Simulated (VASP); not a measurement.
# WS2 in VASP: notebook

WS2 is run at these levels: LDA; tasks: single point.

All numbers are computed with VASP 6.6.1; they aren't measurements. Logs are shortened: lines on timing, memory, paths and dates and some standing lists are left out, and cuts for length are marked.

## 1. The cell of the first run

The structure is hexagonal, space group P6_3/mmc (No. 194). The conventional cell has a = 3.148 Å, b = 3.148 Å, c = 12.374 Å, α = 90.00°, β = 90.00°, γ = 120.00°. Within 3.2 Å of W (site symmetry -6m2) lie 6 S at 2.39 Å and 6 W at 3.15 Å. S (site symmetry 3m) has 3 W at 2.39 Å and 7 S at 3.09 to 3.15 Å within 3.2 Å.

## 2. Single point, LDA

The input, INCAR:

```
SYSTEM = WS2
PREC = Accurate
ENCUT = 500
EDIFF = 1E-6
ISMEAR = 0
SIGMA = 0.02
LREAL = .False.
LASPH = .True.
NELM = 120
ALGO = Normal
ISIF = 2
LWAVE = .False.
LCHARG = .True.
LELF = .True.
LVHAR = .True.
NBANDS = 35
GGA_COMPAT = .False.
```

The input, KPOINTS:

```
regular mesh
0
Gamma
  11 11 3
  0 0 0
```

The input, POSCAR:

```
WS2
1.0
    3.1478765916      0.0000000000      0.0000000000
   -1.5739382958      2.7261410963      0.0000000000
    0.0000000000      0.0000000000     12.3737287406
W S
2 4
Direct
    0.6666666667      0.3333333333      0.7500000000
    0.3333333333      0.6666666667      0.2500000000
    0.6666666667      0.3333333333      0.3750000000
    0.3333333333      0.6666666667      0.8750000000
    0.6666666667      0.3333333333      0.1250000000
    0.3333333333      0.6666666667      0.6250000000
```

Potentials or basis: VASP PAW LDA potentials, release 64 (W_sv, S).

Started as:

```sh
cat potpaw_LDA.64/W_sv/POTCAR potpaw_LDA.64/S/POTCAR > POTCAR
mpirun -np 1 vasp_std > vasp.out
```

OUTCAR:

```text
SYSTEM = WS2
   PREC = Accurate
   ENCUT = 500
   EDIFF = 1E-6
   ISMEAR = 0
   LREAL = .False.
   LASPH = .True.
   NELM = 120
   ISIF = 2

 ion  position               nearest neighbor table
   1  0.667  0.333  0.750-   4 2.39   6 2.39   4 2.39   6 2.39   4 2.39   6 2.39
   2  0.333  0.667  0.250-   3 2.39   5 2.39   3 2.39   5 2.39   3 2.39   5 2.39
   3  0.667  0.333  0.375-   2 2.39   2 2.39   2 2.39
   4  0.333  0.667  0.875-   1 2.39   1 2.39   1 2.39
   5  0.667  0.333  0.125-   2 2.39   2 2.39   2 2.39
   6  0.333  0.667  0.625-   1 2.39   1 2.39   1 2.39

  LATTYP: Found a hexagonal cell.
 ALAT       =     3.1478765916
 C/A-ratio  =     3.9308176101

  Lattice vectors:

 A1 = (   3.1478765916,   0.0000000000,   0.0000000000)
 A2 = (  -1.5739382958,   2.7261410963,   0.0000000000)
 A3 = (   0.0000000000,   0.0000000000,  12.3737287406)

Analysis of symmetry for initial positions (statically):
=====================================================================
 Subroutine PRICEL returns:
 Original cell was already a primitive cell.

 Routine SETGRP: Setting up the symmetry group for a
 hexagonal supercell.

 Subroutine GETGRP returns: Found 24 space group operations
 (whereof 12 operations were pure point group operations)
 out of a pool of 24 trial point group operations.

The static configuration has the point symmetry D_3d.
 The point group associated with its full space group is D_6h.

Analysis of symmetry for dynamics (positions and initial velocities):
=====================================================================
 Subroutine PRICEL returns:
 Original cell was already a primitive cell.

 Routine SETGRP: Setting up the symmetry group for a
 hexagonal supercell.

 Subroutine GETGRP returns: Found 24 space group operations
 (whereof 12 operations were pure point group operations)
 out of a pool of 24 trial point group operations.

The dynamic configuration has the point symmetry D_3d.
 The point group associated with its full space group is D_6h.

 Subroutine INISYM returns: Found 24 space group operations
 (whereof 12 operations are pure point group operations),
 and found     1 'primitive' translations

----------------------------------------------------------------------------------------

                                     Primitive cell

  volume of cell :     106.1858

  direct lattice vectors                    reciprocal lattice vectors
     3.147876592  0.000000000  0.000000000     0.317674461  0.183409436  0.000000000
    -1.573938296  2.726141096  0.000000000     0.000000000  0.366818871  0.000000000
     0.000000000  0.000000000 12.373728741     0.000000000  0.000000000  0.080816383

  length of vectors
     3.147876592  3.147876592 12.373728741     0.366818871  0.366818871  0.080816383

  position of ions in fractional coordinates (direct lattice)
     0.666666667  0.333333333  0.750000000
     0.333333333  0.666666667  0.250000000
     0.666666667  0.333333333  0.375000000
     0.333333333  0.666666667  0.875000000
     0.666666667  0.333333333  0.125000000
     0.333333333  0.666666667  0.625000000

  ion indices of the primitive-cell ions
   primitive index   ion index
                 1           1
                 2           2
                 3           3
                 4           4
                 5           5
                 6           6

----------------------------------------------------------------------------------------

 KPOINTS: regular mesh

Automatic generation of k-mesh.
 Grid dimensions read from file:
 generate k-points for:   11   11    3

 Generating k-lattice:

  Cartesian coordinates                     Fractional coordinates (reciprocal lattice)
     0.028879496  0.016673585  0.000000000     0.090909091 -0.000000000  0.000000000
     0.000000000  0.033347170  0.000000000     0.000000000  0.090909091  0.000000000
     0.000000000  0.000000000  0.026938794     0.000000000  0.000000000  0.333333333

  Length of vectors
     0.033347170  0.033347170  0.026938794

  Shift w.r.t. Gamma in fractional coordinates (k-lattice)
     0.000000000  0.000000000  0.000000000

 Subroutine IBZKPT returns following result:
 ===========================================

 Found     32 irreducible k-points:

 Following reciprocal coordinates:
            Coordinates               Weight
  0.000000  0.000000  0.000000      1.000000
  0.090909  0.000000  0.000000      6.000000
  0.181818  0.000000  0.000000      6.000000
  0.272727  0.000000  0.000000      6.000000
  0.363636  0.000000  0.000000      6.000000
  0.454545  0.000000  0.000000      6.000000
[... 16 lines left out ...]
  0.090909  0.090909  0.333333     12.000000
  0.181818  0.090909  0.333333     24.000000
 [... further k-points ...]
   k-points           NKPTS =     32   k-points in BZ     NKDIM =     32   number of bands    NBANDS=     35
   number of dos      NEDOS =    301   number of ions     NIONS =      6
   total plane-waves  NPLWV =  51840
[... 52 lines left out ...]
   NGX = 11   NGY = 11   NGZ = 45

 number of electron      52.0000002 magnetization

 Free energy of the ion-electron system (eV)
  ---------------------------------------------------
  ext. energy  EPLUGINS =         0.00000000
  ---------------------------------------------------
  free energy    TOTEN  =       -52.50870352 eV

  energy without entropy =      -52.50870352  energy(sigma->0) =      -52.50870352

 E-fermi :   7.6768     XC(G=0): -11.2208

 val. band max:        7.3786018205   @ k =   0.0000   0.0000   0.0000
 cond. band min:       8.3267510561   @ k =   0.1818   0.1818   0.0000
 fundamental gap:      0.9481492357
 Fermi energy:         7.6768113923

 k-point     1 :       0.0000    0.0000    0.0000
  band No.  band energies     occupation
      1     -66.7923      2.00000
      2     -66.7923      2.00000
      3     -31.3410      2.00000
      4     -31.3410      2.00000
      5     -31.1483      2.00000
      6     -31.1483      2.00000
[... 27 lines left out ...]
     34       9.9738      0.00000
     35      12.0655      0.00000

 k-point     2 :       0.0909    0.0000    0.0000
  band No.  band energies     occupation
      1     -66.7907      2.00000
      2     -66.7907      2.00000
      3     -31.3353      2.00000
      4     -31.3352      2.00000
      5     -31.1799      2.00000
      6     -31.1799      2.00000
[... 27 lines left out ...]
     34       9.9487      0.00000
     35      12.7143      0.00000

 k-point     3 :       0.1818    0.0000    0.0000
  band No.  band energies     occupation
      1     -66.7863      2.00000
      2     -66.7863      2.00000
      3     -31.3198      2.00000
      4     -31.3198      2.00000
      5     -31.2640      2.00000
      6     -31.2640      2.00000
[... 27 lines left out ...]
     34      10.5776      0.00000
     35      13.9015      0.00000

 k-point     4 :       0.2727    0.0000    0.0000
  band No.  band energies     occupation
      1     -66.7806      2.00000
      2     -66.7806      2.00000
      3     -31.3723      2.00000
      4     -31.3723      2.00000
      5     -31.2995      2.00000
      6     -31.2995      2.00000
[... 27 lines left out ...]
     34      11.1988      0.00000
     35      14.0062      0.00000

 k-point     5 :       0.3636    0.0000    0.0000
  band No.  band energies     occupation
      1     -66.7753      2.00000
      2     -66.7753      2.00000
      3     -31.4701      2.00000
      4     -31.4701      2.00000
      5     -31.2807      2.00000
      6     -31.2807      2.00000
[... 638 lines left out ...]
 k-point    22 :       0.4545    0.0000    0.3333
  band No.  band energies     occupation
      1     -66.7722      2.00000
      2     -66.7722      2.00000
      3     -31.5274      2.00000
      4     -31.5274      2.00000
      5     -31.2696      2.00000
      6     -31.2696      2.00000
[... 27 lines left out ...]
     34      11.6888      0.00000
     35      11.8801      0.00000

 k-point    23 :       0.0909    0.0909    0.3333
  band No.  band energies     occupation
      1     -66.7877      2.00000
      2     -66.7877      2.00000
      3     -31.3246      2.00000
      4     -31.3246      2.00000
      5     -31.2359      2.00000
      6     -31.2359      2.00000
[... 27 lines left out ...]
     34      10.4567      0.00000
     35      13.7688      0.00000

 k-point    24 :       0.1818    0.0909    0.3333
  band No.  band energies     occupation
      1     -66.7826      2.00000
      2     -66.7826      2.00000
      3     -31.3273      2.00000
      4     -31.3273      2.00000
      5     -31.3068      2.00000
      6     -31.3067      2.00000
[... 27 lines left out ...]
     34      11.1476      0.00000
     35      14.4934      0.00000

 [... further k-points ...]

------------------------ aborting loop because EDIFF is reached ----------------------------------------

  FORCE on cell =-STRESS in cart. coord.  units (eV):
  Direction    XX          YY          ZZ          XY          YZ          ZX
  --------------------------------------------------------------------------------------
  -------------------------------------------------------------------------------------
  Total       -0.7760886     -0.7760886      0.8288479      0.0000000      0.0000000      0.0000000
  in kB      -11.7099562    -11.7099562     12.5060104      0.0000000      0.0000000      0.0000000
  external PRESSURE =      -3.6379673 kB  Pullay stress =       0.0000000 kB

 VOLUME and BASIS-vectors are now :
 -----------------------------------------------------------------------------
  energy-cutoff  :      500.00
  volume of cell :      106.19
      direct lattice vectors                 reciprocal lattice vectors
     3.147876592  0.000000000  0.000000000     0.317674461  0.183409436  0.000000000
    -1.573938296  2.726141096  0.000000000     0.000000000  0.366818871  0.000000000
     0.000000000  0.000000000 12.373728741     0.000000000  0.000000000  0.080816383

 POSITION                                       TOTAL-FORCE (eV/Angst)
 -----------------------------------------------------------------------------------
      1.57394      0.90871      9.28030        -0.000000      0.000000     -0.000000
     -0.00000      1.81743      3.09343        -0.000000     -0.000000     -0.000000
      1.57394      0.90871      4.64015         0.000000     -0.000000      0.234128
     -0.00000      1.81743     10.82701         0.000000     -0.000000      0.234128
      1.57394      0.90871      1.54672        -0.000000      0.000000     -0.234128
     -0.00000      1.81743      7.73358         0.000000     -0.000000     -0.234128
 -----------------------------------------------------------------------------------
    total drift:                               -0.000000      0.000000     -0.000000

  FREE ENERGIE OF THE ION-ELECTRON SYSTEM (eV)
  ---------------------------------------------------
  free  energy   TOTEN  =       -52.5087035240 eV

  energy  without entropy=      -52.5087035240  energy(sigma->0) =      -52.50870352
```

It took 2.7 min on 1 thread of Intel Xeon Platinum 8488C (Sapphire Rapids), shared host; peak memory 0.23 GiB.

What came out:

* Free energy: -52.5087 eV
* Pressure: -0.4 GPa
* Largest force: 0.234 eV/Å
* Band gap on the k mesh: 0.95 eV (least direct gap 2.06 eV)

Forces in eV/Å, atoms in the order of the input:
```
W    0.000  0.000  0.000
W    0.000  0.000  0.000
S    0.000  0.000  0.234
S    0.000  0.000  0.234
S    0.000  0.000 -0.234
S    0.000  0.000 -0.234
```

Stress tensor (GPa, compression positive):
```
-1.17  0.00  0.00
 0.00 -1.17  0.00
 0.00  0.00  1.25
```

Levels at points of the mesh, in eV from the valence-band top:
```csv
k point,band 23,band 24,band 25,band 26,band 27,band 28,band 29,band 30
"(0.00, 0.00, 0.00)",-2.34,-1.55,-1.25,0.00,2.27,2.27,2.28,2.28
```

Caveat: spin-orbit coupling is left out, which moves the levels of the heavy elements. Expect the measured gap to be larger: semilocal functionals such as LDA lack the derivative discontinuity.

## 3. Single point, LDA

This run uses another cell than the first one, of 18.24 Å³/atom.

The input, INCAR:

```
PREC = Accurate
ENCUT = 500
EDIFF = 1E-6
ISMEAR = 0
SIGMA = 0.02
LREAL = F
LASPH = T
NELM = 120
ALGO = Normal
ISIF = 2
LWAVE = F
LCHARG = T
GGA = CA
LELF = T
LVHAR = T
NBANDS = 35
GGA_COMPAT = F
```

The input, KPOINTS:

```
regular mesh
0
Gamma
  11 11 3
```

Edit POSCAR of step 2 so:

```diff
@@ -2,5 +2,5 @@
 1.0
-    3.1478765916      0.0000000000      0.0000000000
-   -1.5739382958      2.7261410963      0.0000000000
-    0.0000000000      0.0000000000     12.3737287406
+    3.1800000000      0.0000000000      0.0000000000
+   -1.5900000000      2.7539607840      0.0000000000
+    0.0000000000      0.0000000000     12.5000000000
 W S
```

Potentials or basis: VASP PAW LDA potentials, release 64 (W_sv, S).

Started as:

```sh
cat potpaw_LDA.64/W_sv/POTCAR potpaw_LDA.64/S/POTCAR > POTCAR
mpirun -np 1 vasp_std > vasp.out
```

Run time: 2.4 min. Hardware: 1 thread of Intel Xeon Platinum 8488C (Sapphire Rapids), shared host; peak memory 0.23 GiB.

It converged, with:

```
Free energy            : -52.4512 eV
Pressure               : -5.3 GPa
Largest force          : 0.312 eV/Å
Band gap on the k mesh : 0.98 eV (least direct gap 1.98 eV)
```

Forces on the atoms (eV/Å):
```
W    0.000  0.000  0.000
W    0.000  0.000  0.000
S    0.000  0.000 -0.312
S    0.000  0.000 -0.312
S    0.000  0.000  0.312
S    0.000  0.000  0.312
```

Stress tensor (GPa, compression positive):
```
-5.91  0.00  0.00
 0.00 -5.91  0.00
 0.00  0.00 -4.01
```

Levels at points of the mesh, in eV from the valence-band top:
```csv
k point,band 23,band 24,band 25,band 26,band 27,band 28,band 29,band 30
"(0.00, 0.00, 0.00)",-2.25,-1.52,-1.14,0.00,2.23,2.23,2.24,2.24
```

Caveat: the cell stands under tension; spin-orbit coupling is left out, which moves the levels of the heavy elements. Expect the measured gap to be larger: semilocal functionals such as LDA lack the derivative discontinuity.

## 4. Single point, LDA

This run uses another cell than the first one, of 18.79 Å³/atom.

The input, INCAR:

```
SYSTEM = WS2
  ALGO = Normal
  EDIFF = 1E-6
  ENCUT = 500
  GGA = CA
  GGA_COMPAT = .False.
  ISIF = 2
  ISMEAR = 0
  LASPH = .True.
  LCHARG = .False.
  LREAL = .False.
  LWAVE = .False.
  NBANDS = 35
  NELM = 120
  PREC = Accurate
  SIGMA = 0.02
```

The input, KPOINTS:

```
k-points
0
Gamma
  11 11 3
  0 0 0
```

Edit POSCAR of step 3 so:

```diff
@@ -2,5 +2,5 @@
 1.0
-    3.1800000000      0.0000000000      0.0000000000
-   -1.5900000000      2.7539607840      0.0000000000
-    0.0000000000      0.0000000000     12.5000000000
+    3.2114871963      0.0000000000      0.0000000000
+   -1.6057435981      2.7812294959      0.0000000000
+    0.0000000000      0.0000000000     12.6237704256
 W S
```

Started as:

```sh
cat potpaw_LDA.64/W_sv/POTCAR potpaw_LDA.64/S/POTCAR > POTCAR
mpirun -np 1 vasp_std > vasp.out
```

Wall time 2.2 min (1 thread of Intel Xeon Platinum 8488C (Sapphire Rapids), shared host); peak memory 0.24 GiB.

It converged, with:

```
Free energy            : -52.3008 eV
Pressure               : -9.5 GPa
Largest force          : 0.797 eV/Å
Band gap on the k mesh : 1.00 eV (least direct gap 1.91 eV)
```

Forces in eV/Å, atoms in the order of the input:
```
W    0.000  0.000  0.000
W    0.000  0.000  0.000
S    0.000  0.000 -0.797
S    0.000  0.000 -0.797
S    0.000  0.000  0.797
S    0.000  0.000  0.797
```

Stress tensor (GPa, compression positive):
```
-9.93  0.00  0.00
 0.00 -9.93  0.00
 0.00  0.00 -8.51
```

Levels at points of the mesh, in eV from the valence-band top:
```csv
k point,band 24,band 25,band 26,band 27,band 28,band 29
"(0.00, 0.00, 0.00)",-1.48,-1.05,0.00,2.19,2.19,2.20
```

Caveat: the cell stands under tension; spin-orbit coupling is left out, which moves the levels of the heavy elements.

## 5. Single point, LDA

This run uses another cell than the first one, of 18.24 Å³/atom.

The input, INCAR:

```
ALGO = Normal
EDIFF = 1E-6
ENCUT = 500
GGA_COMPAT = F
ISIF = 2
ISMEAR = 0
LASPH = T
LCHARG = F
LREAL = F
LWAVE = F
NBANDS = 35
NELM = 120
PREC = Accurate
SIGMA = 0.02
```

The input, KPOINTS:

```
k-points
0
Gamma
  11 11 3
```

The input, POSCAR:

```
WS2
1.0
    3.1800000000      0.0000000000      0.0000000000
   -1.5900000000      2.7539607840      0.0000000000
    0.0000000000      0.0000000000     12.5000000000
W S
2 4
Direct
    0.6666666667      0.3333333333      0.7580000000
    0.3333333333      0.6666666667      0.2500000000
    0.6666666667      0.3333333333      0.3750000000
    0.3333333333      0.6666666667      0.8750000000
    0.6666666667      0.3333333333      0.1250000000
    0.3333333333      0.6666666667      0.6250000000
```

Started as:

```sh
cat potpaw_LDA.64/W_sv/POTCAR potpaw_LDA.64/S/POTCAR > POTCAR
mpirun -np 1 vasp_std > vasp.out
```

It took 3.1 min on 1 thread of Intel Xeon Platinum 8488C (Sapphire Rapids), shared host; peak memory 0.26 GiB.

The run converged. Its results:

```yaml
Free_energy: -52.2953 eV
Pressure: -4.8 GPa
Largest_force: 3.106 eV/Å
Band_gap_on_the_k_mesh: 0.85 eV (least direct gap 1.90 eV)
```

Forces on the atoms (eV/Å):
```
W    0.000  0.000 -3.106
W    0.000  0.000  0.015
S    0.000  0.000 -0.311
S    0.000  0.000  1.402
S    0.000  0.000  0.312
S    0.000  0.000  1.688
```

Stress tensor (GPa, compression positive):
```
-5.36  0.00  0.00
 0.00 -5.36  0.00
 0.00  0.00 -3.69
```

Levels at points of the mesh, in eV from the valence-band top:
```tsv
k point	band 22	band 23	band 24	band 25	band 26	band 27	band 28	band 29	band 30	band 31
(0.00, 0.00, 0.00)	-2.23	-2.23	-1.74	-1.08	0.00	1.90	1.90	2.16	2.16	2.34
```

Caveat: the cell stands under tension; spin-orbit coupling is left out, which moves the levels of the heavy elements; forces of over 1 eV/Å act on the atoms, so gaps and moduli don't describe the material at rest. A k mesh can miss the band edges.

## 6. Summary

| cell | gap on the mesh (eV) | pressure (GPa) | largest force (eV/Å) |
| --- | --- | --- | --- |
| a = 3.148, b = 3.148, c = 12.374 Å, angles 90.0, 90.0, 120.0°, 6 atoms, atomic positions A | 0.95 | -0.4 | 0.23 |
| a = 3.180, b = 3.180, c = 12.500 Å, angles 90.0, 90.0, 120.0°, 6 atoms, atomic positions A | 0.98 | -5.3 | 0.31 |
| a = 3.211, b = 3.211, c = 12.624 Å, angles 90.0, 90.0, 120.0°, 6 atoms, atomic positions A | 1.00 | -9.5 | 0.80 |
| a = 3.180, b = 3.180, c = 12.500 Å, angles 90.0, 90.0, 120.0°, 6 atoms, atomic positions B | 0.85 | -4.8 | 3.11 |

Alike in all rows: task single point; level LDA; potentials or basis VASP PAW LDA potentials, release 64 (W_sv, S); no spin polarisation; k mesh 11 × 11 × 3; cutoff (eV) 500; smearing gaussian 0.02 eV.

Caveats: spin-orbit coupling is left out, which moves the levels of the heavy elements; the cell stands under tension (at least some runs); forces of over 1 eV/Å act on the atoms, so gaps and moduli don't describe the material at rest (at least some runs).

Total energies depend on the potentials used, so only differences within one code and one set of settings carry meaning.
